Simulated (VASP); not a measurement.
# CdS (P6_3mc) in VASP: single point with PBE0

Aim: the single point of CdS with PBE0.

All numbers are computed with VASP 6.6.1; they aren't measurements. Logs are shortened: lines on timing, memory, paths and dates and some standing lists are left out, and cuts for length are marked.

## 1. The cell of the first run

Symmetry: P6_3mc, No. 186, hexagonal system. Conventional cell: a = 4.150 Å, b = 4.150 Å, c = 6.737 Å, α = 90.00°, β = 90.00°, γ = 120.00°. Cd (site symmetry 3m) has 4 S at 2.53 to 2.54 Å within 3.3 Å. Within 3.3 Å of S (site symmetry 3m) lie 4 Cd at 2.53 to 2.54 Å.

## 2. Single point, PBE0

File POSCAR:

```
CdS
1.0
    4.1500000000      0.0000000000      0.0000000000
   -2.0750000000      3.5940054300      0.0000000000
    0.0000000000      0.0000000000      6.7370000000
Cd S
2 2
Direct
    0.3333333300      0.6666666700      0.0000000000
    0.6666666700      0.3333333300      0.5000000000
    0.3333333300      0.6666666700      0.3750000000
    0.6666666700      0.3333333300      0.8750000000
```

File INCAR.step1:

```
SYSTEM = CdS
PREC     = Accurate       ! precision mode
ENCUT    = 400            ! plane-wave cutoff, eV
EDIFF    = 1E-5           ! SCF threshold, eV
ISMEAR   = 0              ! smearing method
SIGMA    = 0.01           ! smearing width, eV
LREAL    = .FALSE.        ! projectors in reciprocal space
LASPH    = .TRUE.         ! aspherical terms in the spheres
NELM     = 120            ! most SCF steps
ALGO     = Normal         ! electronic algorithm
ISIF     = 2              ! what is computed and relaxed
LWAVE    = .TRUE.         ! write WAVECAR
NBANDS   = 26             ! bands
GGA      = PE             ! functional
GGA_COMPAT= .FALSE.
```

File INCAR.step2:

```
SYSTEM = CdS
PREC     = Accurate       ! precision mode
ENCUT    = 400            ! plane-wave cutoff, eV
EDIFF    = 1E-6           ! SCF threshold, eV
ISMEAR   = 0              ! smearing method
SIGMA    = 0.01           ! smearing width, eV
LREAL    = .FALSE.        ! projectors in reciprocal space
LASPH    = .TRUE.         ! aspherical terms in the spheres
NELM     = 120            ! most SCF steps
ALGO     = Normal         ! electronic algorithm
ISIF     = 2              ! what is computed and relaxed
LWAVE    = .FALSE.        ! write WAVECAR
LCHARG   = .TRUE.         ! write CHGCAR
GGA      = PE             ! functional
LHFCALC  = .TRUE.         ! exact exchange
AEXX     = 0.25           ! exact-exchange fraction
PRECFOCK = Normal       
LELF     = .TRUE.         ! ELF
LVHAR    = .TRUE.       
NBANDS   = 26             ! bands
ISTART   = 1            
GGA_COMPAT= .FALSE.
```

File KPOINTS:

```
regular mesh
0
G
  6 6 2
  0 0 0
```

Potentials or basis: VASP PAW PBE potentials, release 64 (Cd, S).

Launch:

```console
$ cat potpaw_PBE.64/Cd/POTCAR potpaw_PBE.64/S/POTCAR > POTCAR
$ cp INCAR.step1 INCAR
$ mpirun -np 1 vasp_std > vasp.out
$ cp INCAR.step2 INCAR
$ mpirun -np 1 vasp_std > vasp.out
```

OUTCAR:

```text
SYSTEM = CdS
   PREC = Accurate
   ENCUT = 400
   EDIFF = 1E-6
   ISMEAR = 0
   LREAL = .FALSE.
   LASPH = .TRUE.
   NELM = 120
   ISIF = 2
   GGA = PE
   LHFCALC = .TRUE.
   AEXX = 0.25
   PRECFOCK = Normal
   ISTART = 1

 ion  position               nearest neighbor table
   1  0.333  0.667  0.000-   3 2.53   4 2.54   4 2.54   4 2.54
   2  0.667  0.333  0.500-   4 2.53   3 2.54   3 2.54   3 2.54
   3  0.333  0.667  0.375-   1 2.53   2 2.54   2 2.54   2 2.54
   4  0.667  0.333  0.875-   2 2.53   1 2.54   1 2.54   1 2.54

  LATTYP: Found a hexagonal cell.
 ALAT       =     4.1500000000
 C/A-ratio  =     1.6233734940

  Lattice vectors:

 A1 = (   4.1500000000,   0.0000000000,   0.0000000000)
 A2 = (  -2.0750000000,   3.5940054300,   0.0000000000)
 A3 = (   0.0000000000,   0.0000000000,   6.7370000000)

Analysis of symmetry for initial positions (statically):
=====================================================================
 Subroutine PRICEL returns:
 Original cell was already a primitive cell.

 Routine SETGRP: Setting up the symmetry group for a
 hexagonal supercell.

 Subroutine GETGRP returns: Found 12 space group operations
 (whereof  6 operations were pure point group operations)
 out of a pool of 24 trial point group operations.

The static configuration has the point symmetry C_3v.
 The point group associated with its full space group is C_6v.

Analysis of symmetry for dynamics (positions and initial velocities):
=====================================================================
 Subroutine PRICEL returns:
 Original cell was already a primitive cell.

 Routine SETGRP: Setting up the symmetry group for a
 hexagonal supercell.

 Subroutine GETGRP returns: Found 12 space group operations
 (whereof  6 operations were pure point group operations)
 out of a pool of 24 trial point group operations.

The dynamic configuration has the point symmetry C_3v.
 The point group associated with its full space group is C_6v.

 Subroutine INISYM returns: Found 12 space group operations
 (whereof  6 operations are pure point group operations),
 and found     1 'primitive' translations

----------------------------------------------------------------------------------------

                                     Primitive cell

  volume of cell :     100.4832

  direct lattice vectors                    reciprocal lattice vectors
     4.150000000  0.000000000  0.000000000     0.240963855  0.139120547  0.000000000
    -2.075000000  3.594005430  0.000000000     0.000000000  0.278241093  0.000000000
     0.000000000  0.000000000  6.737000000     0.000000000  0.000000000  0.148434021

  length of vectors
     4.150000000  4.150000004  6.737000000     0.278241094  0.278241093  0.148434021

  position of ions in fractional coordinates (direct lattice)
     0.333333330  0.666666670  0.000000000
     0.666666670  0.333333330  0.500000000
     0.333333330  0.666666670  0.375000000
     0.666666670  0.333333330  0.875000000

  ion indices of the primitive-cell ions
   primitive index   ion index
                 1           1
                 2           2
                 3           3
                 4           4

----------------------------------------------------------------------------------------

 KPOINTS: regular mesh

Automatic generation of k-mesh.
 Grid dimensions read from file:
 generate k-points for:    6    6    2

 Generating k-lattice:

  Cartesian coordinates                     Fractional coordinates (reciprocal lattice)
     0.040160643  0.023186758  0.000000000     0.166666667 -0.000000000  0.000000000
     0.000000000  0.046373516  0.000000000     0.000000000  0.166666667  0.000000000
     0.000000000  0.000000000  0.074217011     0.000000000  0.000000000  0.500000000

  Length of vectors
     0.046373516  0.046373516  0.074217011

  Shift w.r.t. Gamma in fractional coordinates (k-lattice)
     0.000000000  0.000000000  0.000000000

 Subroutine IBZKPT returns following result:
 ===========================================

 Found     14 irreducible k-points:

 Following reciprocal coordinates:
            Coordinates               Weight
  0.000000  0.000000  0.000000      1.000000
  0.166667  0.000000  0.000000      6.000000
  0.333333  0.000000  0.000000      6.000000
  0.500000  0.000000  0.000000      3.000000
  0.166667  0.166667  0.000000      6.000000
  0.333333  0.166667  0.000000     12.000000
  0.333333  0.333333  0.000000      2.000000
  0.000000  0.000000  0.500000      1.000000
  0.166667  0.000000  0.500000      6.000000
  0.333333  0.000000  0.500000      6.000000
  0.500000  0.000000  0.500000      3.000000
  0.166667  0.166667  0.500000      6.000000
  0.333333  0.166667  0.500000     12.000000
  0.333333  0.333333  0.500000      2.000000
   k-points           NKPTS =     14   k-points in BZ     NKDIM =     72   number of bands    NBANDS=     26
   number of dos      NEDOS =    301   number of ions     NIONS =      4
   total plane-waves  NPLWV =  37632
   dimension x,y,z NGX =    28 NGY =   28 NGZ =   48
   dimension x,y,z NGXF=    56 NGYF=   56 NGZF=   96
   ions per type =               2   2
   NGX,Y,Z   is equivalent  to a cutoff of  11.22, 11.22, 11.84 a.u.
   NGXF,Y,Z  is equivalent  to a cutoff of  22.43, 22.43, 23.69 a.u.
 SYSTEM =  CdS
   PREC   = accura    normal or accurate (medium, high low for compatibility)
   ISTART =      1    job   : 0-new  1-cont  2-samecut
   ICHARG =      0    charge: 1-file 2-atom 10-const
   ISPIN  =      1    spin polarized calculation?
   LNONCOLLINEAR =      F non collinear calculations
   LSORBIT =      F    spin-orbit coupling
   LASPH  =      T    aspherical Exc in radial PAW
   ENCUT  =  400.0 eV  29.40 Ry    5.42 a.u.   6.77  6.77 10.99*2*pi/ulx,y,z
   NELM   =    120;   NELMIN=  2; NELMDL=  0     # of ELM steps
   EDIFF  = 0.1E-05   stopping-criterion for ELM
   LREAL  =      F    real-space projection
   EDIFFG = 0.1E-04   stopping-criterion for IOM
   NSW    =      0    number of steps for IOM
   IBRION =     -1    ionic relax: 0-MD 1-quasi-New 2-CG
   NFREE  =      0    steps in history (QN), initial steepest desc. (CG)
   ISIF   =      2    stress and relaxation
   ISYM   =      3    0-nonsym 1-usesym 2-fastsym
   POTIM  = 0.5000    time-step for ionic-motion
   TEBEG  =    0.0;   TEEND  =   0.0 temperature during run
   PSTRESS=    0.0 pullay stress
   NELECT =      36.0000    total number of electrons
   NUPDOWN=      -1.0000    fix difference up-down
   EMIN   =  10.00;   EMAX   =-10.00  energy-range for DOS
   EFERMI =   0.00;   METHOD = LEGACY
   ISMEAR =     0;   SIGMA  =   0.01  broadening in eV -4-tet -1-fermi 0-gaus
   EFERMI_NEDOS =   21; number of points for ismear=-14 and -15
   IALGO  =     38    algorithm
   IMIX   =      1    mixing-type and parameters
     AMIX     =   0.40;   BMIX     =  1.00
     AMIX_MAG =   1.60;   BMIX_MAG =  1.00
  volume/ion in A,a.u.               =      25.12       169.52
  Fermi-wavevector in a.u.,A,eV,Ry     =   1.162727  2.197236 18.394190  1.351935
  Thomas-Fermi vector in A             =   2.299285
   LORBIT       =      0    0 simple, 1 ext, 2 COOP (PROOUT), +10 PAW based schemes
   GGA     = PE    functional components
   LHFCALC =     T    Hartree Fock is set to
   PRECFOCK=normal    Normal, Fast or Accurate (Low or Medium for compatibility)
   ENCUT4O =  -1.0   cutoff for four orbital integrals eV
   NKREDX  =     1    reduce k-point grid by
   NKREDY  =     1    reduce k-point grid by
   NKREDZ  =     1    reduce k-point grid by
   AEXX    =    0.2500 exact exchange contribution
   HFSCREEN=    0.0000 screening length (either q_TF or 0.3 A-1)
   HFSCREENC=   0.0000 screening length for correlation (either q_TF or 0.3 A-1)
   ENCUTFOCK=  -1.0 apply spherical cutoff to Coloumb kernel
   IVDW    =     0    specifies the selected vdW correction
   LEPSILON=     F    determine dielectric tensor
   LRPA    =     F    only Hartree local field effects (RPA)
 non-spin polarized calculation
 Gauss-broadening in eV      SIGMA  =   0.01
  energy-cutoff  :      400.00
  volume of cell :      100.48
 maximum number of plane-waves:      1838
 NGX is ok and might be reduce to    28
  NGX = 24; NGY = 24; NGZ = 36

 number of electron      36.0000026 magnetization

 Free energy of the ion-electron system (eV)
  ---------------------------------------------------
  ext. energy  EPLUGINS =         0.00000000
  ---------------------------------------------------
  free energy    TOTEN  =       -16.38201679 eV

  energy without entropy =      -16.38201679  energy(sigma->0) =      -16.38201679

 E-fermi :   0.2436     XC(G=0):  -7.1693

 val. band max:        0.1913339072   @ k =   0.0000   0.0000   0.0000
 cond. band min:       3.0739225661   @ k =   0.0000   0.0000   0.0000
 fundamental gap:      2.8825886589
 Fermi energy:         0.2435557657

 k-point     1 :       0.0000    0.0000    0.0000
  band No.  band energies     occupation
      1     -13.3678      2.00000
      2     -12.9114      2.00000
      3      -8.6635      2.00000
      4      -8.6410      2.00000
      5      -8.6410      2.00000
      6      -8.5544      2.00000
[... 18 lines left out ...]
     25       9.7328      0.00000
     26       9.8436      0.00000

 k-point     2 :       0.1667    0.0000    0.0000
  band No.  band energies     occupation
      1     -13.2678      2.00000
      2     -12.8702      2.00000
      3      -8.6294      2.00000
      4      -8.6057      2.00000
      5      -8.5620      2.00000
      6      -8.5079      2.00000
[... 18 lines left out ...]
     25       9.6592      0.00000
     26      10.3453      0.00000

 k-point     3 :       0.3333    0.0000    0.0000
  band No.  band energies     occupation
      1     -13.0532      2.00000
      2     -12.8019      2.00000
      3      -8.5725      2.00000
      4      -8.5516      2.00000
      5      -8.4266      2.00000
      6      -8.4011      2.00000
[... 282 lines left out ...]
 k-point    13 :       0.3333    0.1667    0.5000
  band No.  band energies     occupation
      1     -12.8464      2.00000
      2     -12.8464      2.00000
      3      -8.4984      2.00000
      4      -8.4984      2.00000
      5      -8.4499      2.00000
      6      -8.4499      2.00000
[... 18 lines left out ...]
     25      10.6227      0.00000
     26      10.6227      0.00000

 k-point    14 :       0.3333    0.3333    0.5000
  band No.  band energies     occupation
      1     -12.8124      2.00000
      2     -12.8124      2.00000
      3      -8.4716      2.00000
      4      -8.4716      2.00000
      5      -8.4488      2.00000
      6      -8.4488      2.00000
[... 18 lines left out ...]
     25      11.3808      0.00000
     26      11.3808      0.00000

------------------------ aborting loop because EDIFF is reached ----------------------------------------

  FORCE on cell =-STRESS in cart. coord.  units (eV):
  Direction    XX          YY          ZZ          XY          YZ          ZX
  --------------------------------------------------------------------------------------
  -------------------------------------------------------------------------------------
  Total        0.2236674      0.2236674      0.5878378      0.0000000      0.0000000     -0.0000000
  in kB        3.5663171      3.5663171      9.3729159      0.0000000      0.0000000     -0.0000000
  external PRESSURE =       5.5018500 kB  Pullay stress =       0.0000000 kB

 VOLUME and BASIS-vectors are now :
 -----------------------------------------------------------------------------
  energy-cutoff  :      400.00
  volume of cell :      100.48
      direct lattice vectors                 reciprocal lattice vectors
     4.150000000  0.000000000  0.000000000     0.240963855  0.139120547  0.000000000
    -2.075000000  3.594005430  0.000000000     0.000000000  0.278241093  0.000000000
     0.000000000  0.000000000  6.737000000     0.000000000  0.000000000  0.148434021

 POSITION                                       TOTAL-FORCE (eV/Angst)
 -----------------------------------------------------------------------------------
     -0.00000      2.39600      0.00000        -0.000000      0.000000     -0.070619
      2.07500      1.19800      3.36850         0.000000     -0.000000     -0.070619
     -0.00000      2.39600      2.52637         0.000000     -0.000000      0.070619
      2.07500      1.19800      5.89487        -0.000000      0.000000      0.070619
 -----------------------------------------------------------------------------------
    total drift:                                0.000008     -0.000000     -0.000702

  FREE ENERGIE OF THE ION-ELECTRON SYSTEM (eV)
  ---------------------------------------------------
  free  energy   TOTEN  =       -16.3820167874 eV

  energy  without entropy=      -16.3820167874  energy(sigma->0) =      -16.38201679
```

Run time: 1.7 h. Hardware: 1 thread of Intel Xeon 8259CL, shared host; peak memory 0.23 GiB.

What came out:

| Quantity | Value |
| --- | --- |
| Free energy | -16.3820 eV |
| Pressure | 0.6 GPa |
| Largest force | 0.071 eV/Å |
| Band gap on the k mesh | 2.88 eV |

Forces on the atoms (eV/Å):
```
Cd   0.000  0.000 -0.071
Cd   0.000  0.000 -0.071
S    0.000  0.000  0.071
S    0.000  0.000  0.071
```

Levels at points of the mesh, in eV from the valence-band top:
```
           k point  band 14  band 15  band 16  band 17  band 18  band 19  band 20  band 21  band 22  band 23
(0.00, 0.00, 0.00)    -0.83    -0.83    -0.07     0.00     0.00     2.88     4.57     8.35     8.35     8.71
(0.50, 0.00, 0.00)    -3.73    -2.85    -2.01    -1.41    -0.80     5.55     5.62     6.79     8.40     8.87
(0.00, 0.00, 0.50)    -2.63    -0.43    -0.43    -0.43    -0.43     4.61     4.61     8.06     8.06     8.71
(0.50, 0.00, 0.50)    -4.43    -1.44    -1.44    -1.43    -1.43     5.21     5.21     7.22     7.22     9.85
```

Caveat: the k points lie up to 0.47 Å⁻¹ apart; the PAW data sets were made with another functional, which shifts forces and pressure a little.
